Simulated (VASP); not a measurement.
Here is a VASP 6.6.1 calculation.

File INCAR:

```
SYSTEM = SiGeTe2S2
ALGO = Normal ; EDIFF = 1E-6
EDIFFG = -0.04 ; ENCUT = 600
GGA = PE ; IBRION = 2
ISIF = 3 ; ISMEAR = 0
LASPH = .TRUE. ; LCHARG = .FALSE.
LREAL = .FALSE. ; LWAVE = .FALSE.
NELM = 100 ; NSW = 90
PREC = Accurate ; SIGMA = 0.1
```

KPOINTS

```
k-points
0
G
  4 4 4
  0 0 0
```

File POSCAR:

```
SiGeTe2S2
1.0
   -3.0228218600      3.0228218600      4.6233092700
    3.0228218600     -3.0228218600      4.6233092700
    3.0228218600      3.0228218600     -4.6233092700
Si Ge Te S
1 1 2 2
Direct
    0.5000000000      0.5000000000      0.0000000000
    0.0000000000      0.0000000000      0.0000000000
    0.7036286000      0.7036286000      0.0000000000
    0.2963714000      0.2963714000      0.0000000000
    0.5000000000      0.0000000000      0.5000000000
    0.0000000000      0.5000000000      0.5000000000
```

Potentials or basis: VASP PAW PBE potentials, release 64 (Si, Ge_d, Te, S).

Command:

```console
$ cat potpaw_PBE.64/Si/POTCAR potpaw_PBE.64/Ge_d/POTCAR potpaw_PBE.64/Te/POTCAR potpaw_PBE.64/S/POTCAR > POTCAR
$ mpirun -np 1 vasp_std > vasp.out
```

Q: What does it give for the relaxed volume?

A: 22.99 Å³/atom.

Q: Predict the band gap on the k mesh.

A: Zero (band 21 reaches 7.19 eV, above the bottom of band 22 at 6.02 eV).

Q: Estimate the space group after relaxing (to 0.05 Å).

A: I4/mmm (No. 139).

Q: Estimate the relaxed cell.

A: a = 6.696 Å, b = 6.696 Å, c = 6.696 Å, α = 137.00°, β = 137.00°, γ = 62.44°.

The path:
```
step  energy change (eV)  largest force (eV/Å)  pressure (GPa)  volume (Å³)
   1              0.0000               17.5165           20.30       168.98
   2             -6.1762                0.0808           -7.78       247.22
   3             -6.2234                0.0462           -7.86       244.57
   4             -6.2670                0.0116           -7.94       242.10
   5             -7.1477                0.6073           -8.47       207.45
   6             -7.3833                0.5312           -5.97       188.70
   7             -7.3994                0.6802           -7.26       194.92
   8             -7.4103                0.6513           -6.92       192.75
   9             -9.5580                0.5942           -6.25       163.52
  10              2.3121                0.6093           99.88        88.05
  11            -10.2850                0.5882           -4.78       152.83
  12            -10.2311                0.6045           12.30       120.20
  13            -10.8934                0.5880           -0.52       138.64
  14            -10.9308                0.5885            1.82       133.91
  15            -10.9322                0.5883            1.26       135.00
  16            -10.9949                0.3046            0.32       137.61
  17            -10.9965                0.2545            0.12       138.19
  18            -11.0050                0.1536           -0.22       138.81
  19            -11.0068                0.0742           -0.46       139.29
  20            -11.0093                0.0144            0.05       137.94
```

Caveat: the k points lie up to 0.45 Å⁻¹ apart in the final cell; the volume moved by over 15 % at a fixed basis, so the end points are rough; spin-orbit coupling is left out, which moves the levels of the heavy elements.
